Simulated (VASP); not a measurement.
Runs of VASP 6.6.1 on LiZn. The structure is that of space group Fd-3m (No. 227), or close to it. The cells are those of the table. 

```csv
task,cell,gap on the mesh (eV),largest force (eV/Å)
electric field gradients,"a = 4.444 Å, angles 58.7°, 4 atoms",none,0.04
electric field gradients,"a = 4.422 Å, angles 59.3°, 4 atoms",none,(a)
single point,"a = 4.400 Å, angles 60.0°, 4 atoms",none,-
electric field gradients,"a = 4.400 Å, angles 60.0°, 4 atoms",none,-
single point,"a = 4.422, b = 4.422, c = 4.400 Å, angles 60.2, 60.2, 59.7°, 4 atoms",none,-
single point,"a = 4.444, b = 4.444, c = 4.400 Å, angles 60.3, 60.3, 59.3°, 4 atoms",none,-
single point,"a = 4.378, b = 4.378, c = 4.400 Å, angles 59.8, 59.8, 60.3°, 4 atoms",none,-
single point,"a = 4.356, b = 4.356, c = 4.400 Å, angles 59.7, 59.7, 60.7°, 4 atoms",none,-
```

Alike in all rows: level LDA; potentials or basis VASP PAW LDA potentials, release 64 (Li_sv, Zn); no spin polarisation; k mesh 9 × 9 × 9; cutoff (eV) 520; smearing fermi-dirac 0.08 eV.

Estimate the missing entries.

(a) 0.02.

A gap of «none» marks levels without a gap at the run's occupations.
